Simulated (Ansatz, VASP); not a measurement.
ZnO in VASP and in Ansatz

```xyz
4
Lattice="3.2493 0.0000 0.0000 -1.6247 2.8140 0.0000 0.0000 0.0000 5.2057" Properties=species:S:1:pos:R:3 pbc="T T T"
Zn    1.6247    0.9380    0.0000
Zn    0.0000    1.8760    2.6029
O     0.0000    1.8760    4.5759
O     1.6247    0.9380    1.9730
```

Alike in both runs: functional BLYP; k mesh 9 × 9 × 5; occupations fermi-dirac, width 0.05 eV; no spin polarisation.

|  | VASP | Ansatz |
| --- | --- | --- |
| version | VASP 6.6.1 | Ansatz 0.2.0 |
| potentials or method | VASP PAW PBE potentials, release 64 (Zn, O) | Ansatz PAW |
| plane-wave cutoff (eV) | 520 | 420 |
| valence electrons in the cell | 36 | 36 |
| task | single point | band structure |

VASP gave:

- gap on the k mesh at the Fermi level (eV): 0.96
- least direct gap on the mesh (eV): 0.96
- pressure (GPa): 10.4
- traceless stress, the component that is largest in VASP (GPa): 1.37
- rms of the force components (eV/Å): 0.043

**Question.** Estimate Ansatz's values.

**Answer.** gap on the k mesh at the Fermi level (eV): 0.96; least direct gap on the mesh (eV): 0.96; pressure (GPa): 9.4; traceless stress, the component that is largest in VASP (GPa): 1.32; rms of the force components (eV/Å): 0.040.

VASP's potentials were made for PBE, not for BLYP. Atom by atom the forces differ by 0.002 eV/Å (rms over components).
